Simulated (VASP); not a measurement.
# Al2O3 (Immm) in VASP: further runs, part 2 of 2

VASP 6.6.1. Earlier steps stand in the parts before.

## 3. Single point, PBE

INCAR

```
ALGO = Normal ; EDIFF = 1E-6
ENCUT = 520 ; GGA = PE
ISIF = 2 ; ISMEAR = 0
LASPH = T ; LCHARG = T
LELF = T ; LREAL = F
LVHAR = T ; LWAVE = F
NBANDS = 20 ; NELM = 60
PREC = Accurate ; SIGMA = 0.02
```

KPOINTS

```
k-points
0
Gamma
  10 10 10
```

POSCAR

```
Al2O3
1.0
   -1.3995670000      1.8683110000      4.4019491000
    1.3995670000     -1.8683110000      4.4019491000
    1.3995670000      1.8683110000     -4.4019491000
Al O
2 3
Direct
    0.6554750000      0.6554750000      0.0000000000
    0.3445250000      0.3445250000      0.0000000000
    0.5000000000      0.0000000000      0.5000000000
    0.1963840000      0.6963840000      0.5000000000
    0.8036160000      0.3036160000      0.5000000000
```

Potentials or basis: VASP PAW PBE potentials, release 64 (Al, O).

Launch:

```console
cat potpaw_PBE.64/Al/POTCAR potpaw_PBE.64/O/POTCAR > POTCAR
mpirun -np 1 vasp_std > vasp.out
```

OUTCAR:

```text
EDIFF = 1E-6
   ENCUT = 520
   GGA = PE
   ISIF = 2
   ISMEAR = 0
   LASPH = T
   LREAL = F
   NELM = 60
   PREC = Accurate

 ion  position               nearest neighbor table
   1  0.655  0.655  0.000-   4 1.90   4 1.90   5 1.91   5 1.91   3 1.96   3 1.96   2 2.74   2 2.87
                             2 2.87   2 2.87   2 2.87
   2  0.345  0.345  0.000-   5 1.90   5 1.90   4 1.91   4 1.91   3 1.96   3 1.96   1 2.74   1 2.87
                             1 2.87   1 2.87   1 2.87
[... 762 lines left out ...]
  -------------------------------------------------------------------------------------
  Total       -0.0064399     -0.0554189     -0.0182475     -0.0000000      0.0000000      0.0000000
  in kB       -0.2241003     -1.9285038     -0.6349896     -0.0000000      0.0000000      0.0000000
  external PRESSURE =      -0.9291979 kB  Pullay stress =       0.0000000 kB

 VOLUME and BASIS-vectors are now :
 -----------------------------------------------------------------------------
  energy-cutoff  :      520.00
  volume of cell :       46.04
      direct lattice vectors                 reciprocal lattice vectors
    -1.399567000  1.868311000  4.401949100     0.000000000  0.267621397  0.113586048
     1.399567000 -1.868311000  4.401949100     0.357253351  0.000000000  0.113586048
     1.399567000  1.868311000 -4.401949100     0.357253351  0.267621397  0.000000000

 POSITION                                       TOTAL-FORCE (eV/Angst)
 -----------------------------------------------------------------------------------
      0.00000      0.00000      5.77074        -0.000000     -0.000000     -0.023053
      0.00000      0.00000      3.03316        -0.000000      0.000000      0.023053
      0.00000      1.86831      0.00000         0.000000      0.000000     -0.000000
      1.39957     -0.00000      1.72894        -0.000000     -0.000000     -0.006814
     -0.00000      1.86831      2.67300         0.000000      0.000000      0.006814
 -----------------------------------------------------------------------------------
    total drift:                                0.000000      0.000000     -0.000000

  FREE ENERGIE OF THE ION-ELECTRON SYSTEM (eV)
  ---------------------------------------------------
  free  energy   TOTEN  =       -37.0536406005 eV

  energy  without entropy=      -37.0536406005  energy(sigma->0) =      -37.05364060
```

stdout:

```text
POSCAR found type information on POSCAR AlO
 POSCAR found :  2 types and       5 ions
 scaLAPACK will be used
 LDA part: xc-table for (Slater+PW92), standard interpolation
 POSCAR, INCAR and KPOINTS ok, starting setup
 FFT: planning ... GRIDC
 FFT: planning ... GRID_SOFT
 FFT: planning ... GRID
 WAVECAR not read
 entering main loop
```

Wall time 3.9 min (1 thread of Intel Xeon Platinum 8259CL at 2.50GHz (Skylake/Cascade Lake), shared host); peak memory 0.31 GiB.

Results:

```yaml
Free_energy: -37.0536 eV
Pressure: -0.1 GPa
Largest_force: 0.023 eV/Å
Band_gap_on_the_k_mesh: 5.19 eV
```

Forces on the atoms (eV/Å):
```
Al   0.000  0.000 -0.023
Al   0.000  0.000  0.023
O    0.000  0.000  0.000
O    0.000  0.000 -0.007
O    0.000  0.000  0.007
```

Stress tensor (GPa, compression positive):
```
-0.02  0.00  0.00
 0.00 -0.19  0.00
 0.00  0.00 -0.06
```

Levels at points of the mesh, in eV from the valence-band top:
```
           k point  band 9  band 10  band 11  band 12  band 13  band 14  band 15  band 16
(0.00, 0.00, 0.00)   -2.13    -0.65    -0.29     0.00     5.19    10.24    10.26    12.64
(0.50, 0.00, 0.00)   -1.66    -1.28    -1.23    -0.21     6.99    10.07    10.24    11.87
(0.00, 0.50, 0.00)   -2.78    -1.89    -1.12    -0.90     8.73    10.42    10.61    10.71
(0.50, 0.50, 0.00)   -1.71    -1.34    -1.24    -0.54     8.69     9.66    11.65    11.81
(0.50, 0.50, 0.50)   -1.64    -1.29    -1.21    -0.03     7.06     8.92     9.44    10.70
```

A k mesh can miss the band edges.

## 4. Single point, LDA

INCAR

```
  ALGO = Normal
  EDIFF = 1E-6
  ENCUT = 520
  ISIF = 2
  ISMEAR = 0
  LASPH = True
  LCHARG = True
  LELF = True
  LREAL = False
  LVHAR = True
  LWAVE = False
  NBANDS = 20
  NELM = 80
  PREC = Accurate
  SIGMA = 0.02
```

KPOINTS is that of step 3.

POSCAR is that of step 3.

Potentials or basis: VASP PAW LDA potentials, release 64 (Al, O).

Launch:

```console
cat potpaw_LDA.64/Al/POTCAR potpaw_LDA.64/O/POTCAR > POTCAR
mpirun -np 1 vasp_std > vasp.out
```

Wall time 3.7 min (1 thread of Intel Xeon Platinum 8259CL at 2.50GHz (Skylake/Cascade Lake), shared host); peak memory 0.27 GiB.

Results (log left out):

| Quantity | Value |
| --- | --- |
| Free energy | -41.0557 eV |
| Pressure | -10.6 GPa |
| Largest force | 0.260 eV/Å |
| Band gap on the k mesh | 5.13 eV |

Forces in eV/Å, atoms in the order of the input:
```
Al   0.000  0.000  0.027
Al   0.000  0.000 -0.027
O    0.000  0.000  0.000
O    0.000  0.000  0.260
O    0.000  0.000 -0.260
```

Stress tensor (GPa, compression positive):
```
-10.76   0.00   0.00
  0.00 -10.72   0.00
  0.00   0.00 -10.24
```

Levels at points of the mesh, in eV from the valence-band top:
```tsv
k point	band 9	band 10	band 11	band 12	band 13	band 14	band 15	band 16
(0.00, 0.00, 0.00)	-2.15	-0.65	-0.29	0.00	5.13	9.98	10.07	12.41
(0.50, 0.00, 0.00)	-1.69	-1.30	-1.24	-0.20	6.87	9.90	10.03	11.66
(0.00, 0.50, 0.00)	-2.81	-1.92	-1.13	-0.90	8.51	10.15	10.39	10.52
(0.50, 0.50, 0.00)	-1.75	-1.37	-1.25	-0.54	8.48	9.40	11.43	11.57
(0.50, 0.50, 0.50)	-1.65	-1.32	-1.22	-0.03	6.92	8.83	9.11	10.48
```

Caveat: the cell stands under tension.

## 5. Single point, r2SCAN

POSCAR is that of step 4.

INCAR.step1

```
SYSTEM = Al2O3
PREC = Accurate ; ENCUT = 520
ISMEAR = 0 ; SIGMA = 0.02
LREAL = .False. ; LASPH = .True.
NELM = 100 ; NBANDS = 20
GGA = PE ; ALGO = Normal
EDIFF = 1E-4 ; LWAVE = .True.
LCHARG = .False.
```

INCAR.step2

```
SYSTEM = Al2O3
PREC = Accurate ; ENCUT = 520
EDIFF = 1E-6 ; ISMEAR = 0
SIGMA = 0.02 ; LREAL = .False.
LASPH = .True. ; NELM = 100
ALGO = Normal ; ISIF = 2
LWAVE = .False. ; LCHARG = .True.
METAGGA = R2SCAN ; LMIXTAU = .True.
LELF = .True. ; LVHAR = .True.
NBANDS = 20 ; ISTART = 1
```

KPOINTS

```
Automatic mesh
0
Gamma
  10 10 10
  0 0 0
```

Potentials or basis: VASP PAW PBE potentials, release 64 (Al, O).

Launch:

```console
cat potpaw_PBE.64/Al/POTCAR potpaw_PBE.64/O/POTCAR > POTCAR
cp INCAR.step1 INCAR
mpirun -np 1 vasp_std > vasp.out
cp INCAR.step2 INCAR
mpirun -np 1 vasp_std > vasp.out
```

It took 16 min on 1 thread of Intel Xeon Platinum 8259CL at 2.50GHz (Skylake/Cascade Lake), shared host; peak memory 0.33 GiB.

The run converged. Its results:

- Free energy: -47.7102 eV
- Pressure: -7.6 GPa
- Largest force: 0.204 eV/Å
- Band gap on the k mesh: 6.08 eV

Forces on the atoms (eV/Å):
```
Al   0.000  0.000  0.062
Al   0.000  0.000 -0.062
O    0.000  0.000  0.000
O    0.000  0.000  0.204
O    0.000  0.000 -0.204
```

Stress tensor (GPa, compression positive):
```
-7.40  0.00  0.00
 0.00 -7.79  0.00
 0.00  0.00 -7.58
```

Levels at points of the mesh, in eV from the valence-band top:
| k point | band 10 | band 11 | band 12 | band 13 | band 14 | band 15 |
| --- | --- | --- | --- | --- | --- | --- |
| (0.00, 0.00, 0.00) | -0.66 | -0.30 | 0.00 | 6.08 | 11.22 | 11.37 |
| (0.50, 0.00, 0.00) | -1.32 | -1.27 | -0.22 | 7.93 | 11.09 | 11.15 |
| (0.00, 0.50, 0.00) | -1.88 | -1.15 | -0.95 | 9.84 | 11.35 | 11.56 |
| (0.50, 0.50, 0.00) | -1.36 | -1.28 | -0.56 | 9.59 | 10.79 | 12.68 |
| (0.50, 0.50, 0.50) | -1.28 | -1.25 | -0.04 | 7.93 | 9.97 | 10.36 |

Caveat: the cell stands under tension; the PAW data sets were made with another functional, which shifts forces and pressure a little.

## 6. Overview

```csv
level,potentials or basis,k mesh,smearing,gap on the mesh (eV),pressure (GPa),largest force (eV/Å)
PBE,"VASP PAW PBE potentials, release 64 (Al, O)",8 × 8 × 8,gaussian 0.1 eV,5.19,-0.1,0.02
PBE,"VASP PAW PBE potentials, release 64 (Al, O)",10 × 10 × 10,gaussian 0.02 eV,5.19,-0.1,0.02
LDA,"VASP PAW LDA potentials, release 64 (Al, O)",10 × 10 × 10,gaussian 0.02 eV,5.13,-10.6,0.26
r2SCAN,"VASP PAW PBE potentials, release 64 (Al, O)",10 × 10 × 10,gaussian 0.02 eV,6.08,-7.6,0.20
```

Alike in all rows: task single point; no spin polarisation; cell as given; cutoff (eV) 520.

Caveats: the cell stands under tension (at least some runs); the PAW data sets were made with another functional, which shifts forces and pressure a little (at least some runs).

Total energies depend on the potentials used, so only differences within one code and one set of settings carry meaning.
